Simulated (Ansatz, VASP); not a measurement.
# One calculation of Ta2H, two programs

Contents of INCAR:

```
SYSTEM = Ta2H
ALGO = Normal
EDIFF = 1E-7
ENCUT = 520
GGA = PS
ISIF = 2
ISMEAR = 0
LASPH = .TRUE.
LCHARG = .FALSE.
LREAL = .FALSE.
LWAVE = .FALSE.
NBANDS = 18
NELM = 60
PREC = Accurate
SIGMA = 0.1
```

The input KPOINTS:

```
k-points
0
G
  12 12 12
  0 0 0
```

The input POSCAR:

```
Ta2H
1.0
    3.2956114358      0.0000000000      0.0000000000
    0.0000000000      3.2956114358      0.0000000000
    0.0000000000      0.0000000000      3.4347326460
Ta H
2 1
Direct
    0.5000000000      0.0000000000      0.7520971488
    0.0000000000      0.5000000000      0.2479028512
    0.0000000000      0.0000000000      0.0000000000
```

Input for Ansatz:

```yaml
crystal:
  lattice:
    - [3.2956114358, 0.0, 0.0]
    - [0.0, 3.2956114358, 0.0]
    - [0.0, 0.0, 3.434732646]
  atoms:
    - { symbol: Ta, position: [0.5, 0.0, 0.7520971488] }
    - { symbol: Ta, position: [0.0, 0.5, 0.2479028512] }
    - { symbol: H, position: [0.0, 0.0, 0.0] }
basis:
  ecutwfc: 420
kpoints:
  mp_grid: { grid: [12, 12, 12] }
hamiltonian:
  xc: pbesol
scf:
  occupations: { method: gaussian, width: 0.1 }
output:
  forces: true
  stress: true
  eigenvalues: true
```

Alike in both runs: task single point; functional PBEsol; k mesh 12 × 12 × 12; occupations gaussian, width 0.1 eV; no spin polarisation.

|  | VASP | Ansatz |
| --- | --- | --- |
| version | VASP 6.6.1 | Ansatz 0.2.0 |
| potentials or method | VASP PAW PBE potentials, release 64 (Ta_pv, H), cutoff 520 eV | scalar-relativistic, plane waves, PAW |
| valence electrons in the cell | 23 | 27 |

|  | VASP | Ansatz | Ansatz less VASP |
| --- | --- | --- | --- |
| gap on the k mesh at the Fermi level (eV) | none | none | - |
| pressure (GPa) | 5.5 | 5.3 | -0.24 |
| traceless stress, the component that is largest in VASP (GPa) | -4.80 | -4.77 | +0.035 |
| rms of the force components (eV/Å) | 0.543 | 0.536 | -0.0069 |

VASP's potentials were made for PBE, not for PBEsol. Atom by atom the forces differ by 0.007 eV/Å (rms over components). A gap of «none» marks a metal or a gap that the smearing closes. VASP's potentials hold 23 valence electrons a cell and Ansatz's 27, so a difference there can come from the potentials and not from the codes.

Spin-orbit coupling is off throughout.
